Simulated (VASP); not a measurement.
A run of VASP 6.6.1 is set up as follows.

File POSCAR:

```
CsPbCl3
1.0
    4.0141224310      2.3175546661      3.2773182345
   -4.0141224310      2.3175546661      3.2773182345
    0.0000000000     -4.6351093322      3.2773182345
Cs Pb Cl
1 1 3
Direct
    0.5000000000      0.5000000000      0.5000000000
    0.0000000000      0.0000000000      0.0000000000
    0.5000000000      0.0000514515      0.9999485485
    0.0000514515      0.9999485485      0.5000000000
    0.9999485485      0.5000000000      0.0000514515
```

INCAR.step1

```
SYSTEM = CsPbCl3
PREC = Accurate ; ENCUT = 520
EDIFF = 1E-5 ; ISMEAR = 0
SIGMA = 0.01 ; LREAL = .FALSE.
LASPH = .TRUE. ; NELM = 80
ALGO = Normal ; ISIF = 2
LWAVE = .TRUE. ; LCHARG = .FALSE.
GGA = PE ; NBANDS = 30
```

The input INCAR.step2:

```
SYSTEM = CsPbCl3
PREC = Accurate ; ENCUT = 520
EDIFF = 1E-6 ; ISMEAR = 0
SIGMA = 0.01 ; LREAL = .FALSE.
LASPH = .TRUE. ; NELM = 80
ALGO = Normal ; ISIF = 2
LWAVE = .FALSE. ; LCHARG = .FALSE.
GGA = PE ; LHFCALC = .TRUE.
AEXX = 0.2 ; HFSCREEN = 0.1
PRECFOCK = Fast ; ISTART = 1
NBANDS = 30
```

KPOINTS

```
Automatic mesh
0
G
  2 2 2
  0 0 0
```

Potentials or basis: VASP PAW PBE potentials, release 64 (Cs_sv, Pb_d, Cl).

Command:

```sh
$ cat potpaw_PBE.64/Cs_sv/POTCAR potpaw_PBE.64/Pb_d/POTCAR potpaw_PBE.64/Cl/POTCAR > POTCAR
$ cp INCAR.step1 INCAR
$ mpirun -np 1 vasp_std > vasp.out
$ cp INCAR.step2 INCAR
$ mpirun -np 1 vasp_std > vasp.out
```

Task: What does it give for the pressure?

Result: 1.3 GPa.

Task: What does it give for the band gap on the k mesh?

Result: 3.00 eV.

Caveat: the k points lie up to 0.55 Å⁻¹ apart; the PAW data sets were made with another functional, which shifts forces and pressure a little; spin-orbit coupling is left out, which moves the levels of the heavy elements. A k mesh can miss the band edges.
